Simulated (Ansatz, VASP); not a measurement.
**One calculation of YPt2S4, two programs**

File INCAR:

```
ALGO = Normal
EDIFF = 1E-6
ENCUT = 520
GGA = PE
ISIF = 2
ISMEAR = 0
ISPIN = 2
IVDW = 12
LASPH = T
LCHARG = F
LMAXMIX = 4
LORBIT = 11
LREAL = F
LWAVE = F
MAGMOM = 0 1 1 0 0 0 0
NBANDS = 40
NELM = 150
PREC = Accurate
SIGMA = 0.1
```

KPOINTS

```
k-points
0
Gamma
  6 6 2
```

File POSCAR:

```
YPt2S4
1.0
    3.9347280595      0.0000000000      0.0000000000
   -1.9673640298      3.4075744565      0.0000000000
    0.0000000000      0.0000000000      9.6643579141
Y Pt S
1 2 4
Direct
    0.0000000000      0.0000000000      0.0000000000
    0.6666666667      0.3333333333      0.7327285942
    0.3333333333      0.6666666667      0.2672714058
    0.3333333333      0.6666666667      0.8452249718
    0.0000000000      0.0000000000      0.6054740659
    0.0000000000      0.0000000000      0.3945259341
    0.6666666667      0.3333333333      0.1547750282
```

Input for Ansatz:

```yaml
crystal:
  lattice:
    - [3.9347280595, 0.0, 0.0]
    - [-1.9673640298, 3.4075744565, 0.0]
    - [0.0, 0.0, 9.6643579141]
  atoms:
    - { symbol: "Y", position: [0.0, 0.0, 0.0] }
    - { symbol: Pt, position: [0.6666666667, 0.3333333333, 0.7327285942], spin: 1.0 }
    - { symbol: Pt, position: [0.3333333333, 0.6666666667, 0.2672714058], spin: 1.0 }
    - { symbol: S, position: [0.3333333333, 0.6666666667, 0.8452249718] }
    - { symbol: S, position: [0.0, 0.0, 0.6054740659] }
    - { symbol: S, position: [0.0, 0.0, 0.3945259341] }
    - { symbol: S, position: [0.6666666667, 0.3333333333, 0.1547750282] }
basis:
  ecutwfc: 420
kpoints:
  mp_grid: { grid: [6, 6, 2] }
hamiltonian:
  xc: pbe
  dispersion: d3bj
scf:
  occupations: { method: gaussian, width: 0.1 }
  lower_state_search: "off"
output:
  forces: true
  stress: true
  eigenvalues: true
  populations: true
magnetization:
  spin_polarized: true
```

Alike in both runs: task single point; functional PBE; dispersion D3(BJ); k mesh 6 × 6 × 2; occupations gaussian, width 0.1 eV; collinear spin.

|  | VASP | Ansatz |
| --- | --- | --- |
| version | VASP 6.6.1 | Ansatz 0.2.0 |
| potentials or method | VASP PAW PBE potentials, release 64 (Y_sv, Pt, S), cutoff 520 eV | scalar-relativistic, plane waves, PAW |
| valence electrons in the cell | 55 | 71 |

|  | VASP | Ansatz | Ansatz less VASP |
| --- | --- | --- | --- |
| gap on the k mesh at the Fermi level (eV) | none | none | - |
| pressure (GPa) | -0.2 | 0.0 | +0.21 |
| traceless stress, the component that is largest in VASP (GPa) | -0.31 | -0.09 | +0.218 |
| rms of the force components (eV/Å) | 0.043 | 0.013 | -0.0298 |
| net moment per atom (μB) | 0.00 | 0.00 | 0.000 |

Atom by atom the forces differ by 0.036 eV/Å (rms over components). A gap of «none» marks a metal or a gap that the smearing closes. VASP's potentials hold 55 valence electrons a cell and Ansatz's 71, so a difference there can come from the potentials and not from the codes. Ansatz's warnings: seeded moment not kept.

Neither program's run includes spin-orbit coupling.
